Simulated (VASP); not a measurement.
Input of a VASP 6.6.1 run:

Contents of POSCAR:

```
Ag
1.0
    0.0000000000      2.0431000000      2.0431000000
    2.0022380000      0.0000000000      2.0431000000
    2.0022380000      2.0431000000      0.0000000000
Ag
1
Direct
    0.0000000000      0.0000000000      0.0000000000
```

File INCAR.step1:

```
PREC     = Accurate       # precision mode
ENCUT    = 520            # plane-wave cutoff, eV
ISMEAR   = 0              # smearing method
SIGMA    = 0.15           # smearing width, eV
LREAL    = False          # projectors in reciprocal space
LASPH    = True           # aspherical terms in the spheres
NELM     = 100            # most SCF steps
NBANDS   = 12             # bands
GGA      = PE             # functional
ALGO     = Normal         # electronic algorithm
EDIFF    = 1E-4           # SCF threshold, eV
LWAVE    = True           # write WAVECAR
LCHARG   = False          # write CHGCAR
```

File INCAR.step2:

```
PREC     = Accurate       # precision mode
ENCUT    = 520            # plane-wave cutoff, eV
EDIFF    = 1E-6           # SCF threshold, eV
ISMEAR   = 0              # smearing method
SIGMA    = 0.15           # smearing width, eV
LREAL    = False          # projectors in reciprocal space
LASPH    = True           # aspherical terms in the spheres
NELM     = 100            # most SCF steps
ALGO     = Normal         # electronic algorithm
ISIF     = 2              # what is computed and relaxed
LWAVE    = False          # write WAVECAR
LCHARG   = True           # write CHGCAR
METAGGA  = R2SCAN         # meta-GGA
LMIXTAU  = True         
LELF     = True           # ELF
LVHAR    = True         
NBANDS   = 12             # bands
ISTART   = 1
```

The input KPOINTS:

```
Automatic mesh
0
Gamma
  20 20 20
```

Potentials or basis: VASP PAW PBE potentials, release 64 (Ag).

Launch:

```sh
$ cat potpaw_PBE.64/Ag/POTCAR > POTCAR
$ cp INCAR.step1 INCAR
$ mpirun -np 1 vasp_std > vasp.out
$ cp INCAR.step2 INCAR
$ mpirun -np 1 vasp_std > vasp.out
```

(1) Estimate the band gap on the k mesh.

(2) What does it give for the pressure?

Answers

(1) zero (an odd number of electrons rules out a gap without spin polarisation).

(2) 4.0 GPa.

Caveat: the cell differs from its parent crystal (strain -0.0200 x Voigt [1, 0, 0, 0, 0, 0]); the cell stands under pressure; the PAW data sets were made with another functional, which shifts forces and pressure a little.
